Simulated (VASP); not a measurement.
# LiCl (I4/mmm) in VASP: notebook

LiCl is run at these levels: PBEsol; tasks: single point.

All numbers are computed with VASP 6.6.1; they aren't measurements. Logs are shortened: lines on timing, memory, paths and dates and some standing lists are left out, and cuts for length are marked.

## Step 1: The cell of the first run

It takes space group I4/mmm (No. 139, tetragonal). Conventional cell: a = 3.536 Å, b = 3.536 Å, c = 5.386 Å, α = 90.00°, β = 90.00°, γ = 90.00°. Within 3.3 Å of Li (site symmetry 4/mmm) lie 6 Cl at 2.50 to 2.69 Å. Cl (site symmetry 4/mmm) has 6 Li at 2.50 to 2.69 Å within 3.3 Å.

## Step 2: Single point, PBEsol (strain -0.025 along x and y, +0.050 along z)

The input, INCAR:

```
PREC     = Accurate       # precision mode
ENCUT    = 520            # plane-wave cutoff, eV
EDIFF    = 1E-7           # SCF threshold, eV
ISMEAR   = 0              # smearing method
SIGMA    = 0.05           # smearing width, eV
LREAL    = False          # projectors in reciprocal space
LASPH    = True           # aspherical terms in the spheres
NELM     = 80             # most SCF steps
ALGO     = Normal         # electronic algorithm
ISIF     = 2              # what is computed and relaxed
LWAVE    = False          # write WAVECAR
LCHARG   = False          # write CHGCAR
GGA      = PS             # functional
NBANDS   = 12             # bands
```

The input, KPOINTS:

```
Automatic mesh
0
Gamma
  8 8 8
```

The input, POSCAR:

```
LiCl
1.0
    0.0000000000      2.5006410000      2.6929980000
    2.5006410000      0.0000000000      2.6929980000
    2.5006410000      2.5006410000      0.0000000000
Li Cl
1 1
Direct
    0.0000000000      0.0000000000      0.0000000000
    0.5000000000      0.5000000000      0.5000000000
```

Potentials or basis: VASP PAW PBE potentials, release 64 (Li_sv, Cl).

Launch:

```console
$ cat potpaw_PBE.64/Li_sv/POTCAR potpaw_PBE.64/Cl/POTCAR > POTCAR
$ mpirun -np 1 vasp_std > vasp.out
```

OUTCAR:

```text
PREC = Accurate
   ENCUT = 520
   EDIFF = 1E-7
   ISMEAR = 0
   LREAL = False
   LASPH = True
   NELM = 80
   ISIF = 2
   GGA = PS

 ion  position               nearest neighbor table
   1  0.000  0.000  0.000-   2 2.50   2 2.50   2 2.50   2 2.50
   2  0.500  0.500  0.500-   1 2.50   1 2.50   1 2.50   1 2.50

  LATTYP: Found a body centered tetragonal cell.
 ALAT       =     3.5364404168
 C/A-ratio  =     1.5229992210

  Lattice vectors:

 A1 = (  -2.5006410000,   0.0000000000,   2.6929980000)
 A2 = (   2.5006410000,   0.0000000000,   2.6929980000)
 A3 = (   0.0000000000,   2.5006410000,  -2.6929980000)

Analysis of symmetry for initial positions (statically):
=====================================================================
 Subroutine PRICEL returns:
 Original cell was already a primitive cell.

 Routine SETGRP: Setting up the symmetry group for a
 body centered tetragonal supercell.

 Subroutine GETGRP returns: Found 16 space group operations
 (whereof 16 operations were pure point group operations)
 out of a pool of 16 trial point group operations.

The static configuration has the point symmetry D_4h.

Analysis of symmetry for dynamics (positions and initial velocities):
=====================================================================
 Subroutine PRICEL returns:
 Original cell was already a primitive cell.

 Routine SETGRP: Setting up the symmetry group for a
 body centered tetragonal supercell.

 Subroutine GETGRP returns: Found 16 space group operations
 (whereof 16 operations were pure point group operations)
 out of a pool of 16 trial point group operations.

The dynamic configuration has the point symmetry D_4h.

 Subroutine INISYM returns: Found 16 space group operations
 (whereof 16 operations are pure point group operations),
 and found     1 'primitive' translations

----------------------------------------------------------------------------------------

                                     Primitive cell

  volume of cell :      33.6797

  direct lattice vectors                    reciprocal lattice vectors
     0.000000000  2.500641000  2.692998000    -0.199948733  0.199948733  0.185666681
     2.500641000  0.000000000  2.692998000     0.199948733 -0.199948733  0.185666681
     2.500641000  2.500641000  0.000000000     0.199948733  0.199948733 -0.185666681

  length of vectors
     3.674975325  3.674975325  3.536440417     0.338276674  0.338276674  0.338276674

  position of ions in fractional coordinates (direct lattice)
     0.000000000  0.000000000  0.000000000
     0.500000000  0.500000000  0.500000000

[... 82 lines left out ...]
   ISIF   =      2    stress and relaxation
   ISYM   =      2    0-nonsym 1-usesym 2-fastsym
   POTIM  = 0.5000    time-step for ionic-motion
   TEBEG  =    0.0;   TEEND  =   0.0 temperature during run
   PSTRESS=    0.0 pullay stress
   NELECT =      10.0000    total number of electrons
   NUPDOWN=      -1.0000    fix difference up-down
   EMIN   =  10.00;   EMAX   =-10.00  energy-range for DOS
   EFERMI =   0.00;   METHOD = LEGACY
   ISMEAR =     0;   SIGMA  =   0.05  broadening in eV -4-tet -1-fermi 0-gaus
   EFERMI_NEDOS =   21; number of points for ismear=-14 and -15
   IALGO  =     38    algorithm
   IMIX   =      4    mixing-type and parameters
     AMIX     =   0.40;   BMIX     =  1.00
     AMIX_MAG =   1.60;   BMIX_MAG =  1.00
  volume/ion in A,a.u.               =      16.84       113.64
  Fermi-wavevector in a.u.,A,eV,Ry     =   1.092157  2.063878 16.229137  1.192808
  Thomas-Fermi vector in A             =   2.228417
   LORBIT       =      0    0 simple, 1 ext, 2 COOP (PROOUT), +10 PAW based schemes
   GGA     = PS    functional components
   LHFCALC =     F    Hartree Fock is set to
   AEXX    =    0.0000 exact exchange contribution
   IVDW    =     0    specifies the selected vdW correction
   LEPSILON=     F    determine dielectric tensor
   LRPA    =     F    only Hartree local field effects (RPA)
 non-spin polarized calculation
 Gauss-broadening in eV      SIGMA  =   0.05
  energy-cutoff  :      520.00
  volume of cell :       33.68
 maximum number of plane-waves:       922
   NGX = 13   NGY = 13   NGZ = 13

 number of electron      10.0000003 magnetization

 Free energy of the ion-electron system (eV)
  ---------------------------------------------------
  ext. energy  EPLUGINS =         0.00000000
  ---------------------------------------------------
  free energy    TOTEN  =        -7.62259202 eV

  energy without entropy =       -7.62259202  energy(sigma->0) =       -7.62259202

 E-fermi :   0.8562     XC(G=0):  -8.9108

 val. band max:        0.6351498487   @ k =   0.0000   0.0000   0.0000
 cond. band min:       6.6862676901   @ k =   0.0000   0.0000   0.0000
 fundamental gap:      6.0511178414
 Fermi energy:         0.8561720352

 k-point     1 :       0.0000    0.0000    0.0000
  band No.  band energies     occupation
      1     -42.2523      2.00000
      2     -12.8609      2.00000
      3       0.4790      2.00000
      4       0.4790      2.00000
      5       0.6351      2.00000
      6       6.6863      0.00000
      7      11.9576      0.00000
      8      12.6133      0.00000
      9      12.6133      0.00000
     10      14.0954      0.00000
     11      14.5329      0.00000
     12      15.5042      0.00000
[... 331 lines left out ...]
 k-point    24 :       0.3750    0.0000    0.1250
  band No.  band energies     occupation
      1     -42.2495      2.00000
      2     -12.3749      2.00000
      3      -1.7392      2.00000
      4       0.0608      2.00000
      5       0.1106      2.00000
      6       8.0046      0.00000
      7      10.1336      0.00000
      8      10.9068      0.00000
      9      11.4927      0.00000
     10      14.5386      0.00000
     11      16.9441      0.00000
     12      17.6998      0.00000

 [... further k-points ...]
[... 5 lines left out ...]
  --------------------------------------------------------------------------------------
  -------------------------------------------------------------------------------------
  Total       -0.0310166     -0.0310166     -0.5119831      0.0000000     -0.0000000      0.0000000
  in kB       -1.4754894     -1.4754894    -24.3555226      0.0000000     -0.0000000      0.0000000
  external PRESSURE =      -9.1021672 kB  Pullay stress =       0.0000000 kB

 VOLUME and BASIS-vectors are now :
 -----------------------------------------------------------------------------
  energy-cutoff  :      520.00
  volume of cell :       33.68
      direct lattice vectors                 reciprocal lattice vectors
     0.000000000  2.500641000  2.692998000    -0.199948733  0.199948733  0.185666681
     2.500641000  0.000000000  2.692998000     0.199948733 -0.199948733  0.185666681
     2.500641000  2.500641000  0.000000000     0.199948733  0.199948733 -0.185666681

 POSITION                                       TOTAL-FORCE (eV/Angst)
 -----------------------------------------------------------------------------------
      0.00000      0.00000      0.00000        -0.000000      0.000000     -0.000000
      2.50064      2.50064      2.69300         0.000000     -0.000000      0.000000
 -----------------------------------------------------------------------------------
    total drift:                                0.000000      0.000000      0.000000

  FREE ENERGIE OF THE ION-ELECTRON SYSTEM (eV)
  ---------------------------------------------------
  free  energy   TOTEN  =        -7.6225920214 eV

  energy  without entropy=       -7.6225920214  energy(sigma->0) =       -7.62259202
```

OSZICAR:

```text
N       E                     dE             d eps       ncg     rms          rms(c)
DAV:   1     0.419901256952E+02    0.41990E+02   -0.42411E+03  1416   0.777E+02
DAV:   2    -0.516578336856E+01   -0.47156E+02   -0.45018E+02  1812   0.142E+02
DAV:   3    -0.761732540421E+01   -0.24515E+01   -0.24450E+01  1896   0.345E+01
DAV:   4    -0.767928138977E+01   -0.61956E-01   -0.61925E-01  1988   0.531E+00
DAV:   5    -0.767995555907E+01   -0.67417E-03   -0.67416E-03  1928   0.552E-01    0.229E+00
DAV:   6    -0.762172675030E+01    0.58229E-01   -0.11439E-01  1856   0.156E+00    0.155E+00
DAV:   7    -0.762051070571E+01    0.12160E-02   -0.35720E-02  2212   0.998E-01    0.763E-01
DAV:   8    -0.762257531950E+01   -0.20646E-02   -0.38282E-03  1744   0.434E-01    0.115E-01
DAV:   9    -0.762256021413E+01    0.15105E-04   -0.17192E-04  1888   0.923E-02    0.380E-02
DAV:  10    -0.762259148278E+01   -0.31269E-04   -0.51148E-05  1716   0.498E-02    0.266E-02
DAV:  11    -0.762259201459E+01   -0.53180E-06   -0.72686E-06  1876   0.170E-02    0.356E-03
DAV:  12    -0.762259202143E+01   -0.68395E-08   -0.22949E-07  1744   0.389E-03
   1 F= -.76225920E+01 E0= -.76225920E+01  d E =-.179834E-12
```

Wall time 34 s (1 thread of Intel Xeon 8259CL, shared host); peak memory 0.16 GiB.

Results:

```yaml
Free_energy: -7.6226 eV
Band_gap_on_the_k_mesh: 6.05 eV, direct
```

Levels at points of the mesh, in eV from the valence-band top:
```csv
k point,band 1,band 2,band 3,band 4,band 5,band 6,band 7,band 8,band 9,band 10
"(0.00, 0.00, 0.00)",-42.89,-13.50,-0.16,-0.16,0.00,6.05,11.32,11.98,11.98,13.46
"(0.50, 0.00, 0.00)",-42.88,-12.91,-2.97,-0.46,-0.26,6.45,9.07,9.61,12.73,16.66
"(0.50, 0.50, 0.00)",-42.88,-12.76,-3.06,-1.07,-1.07,7.85,8.24,11.55,14.32,14.32
"(0.50, 0.00, 0.50)",-42.88,-12.61,-3.07,-1.55,-1.05,7.67,7.92,12.55,13.06,14.52
```

Caveat: the cell differs from its parent crystal (strain -0.025 along x and y, +0.050 along z); the cutoff is under 1.25 times the usual one of these potentials, so pressure, stress and relaxed cells hold a basis-set (Pulay) error; the PAW data sets were made with another functional, which shifts forces and pressure a little. A k mesh can miss the band edges.

(Continued in part 2 of 2.)
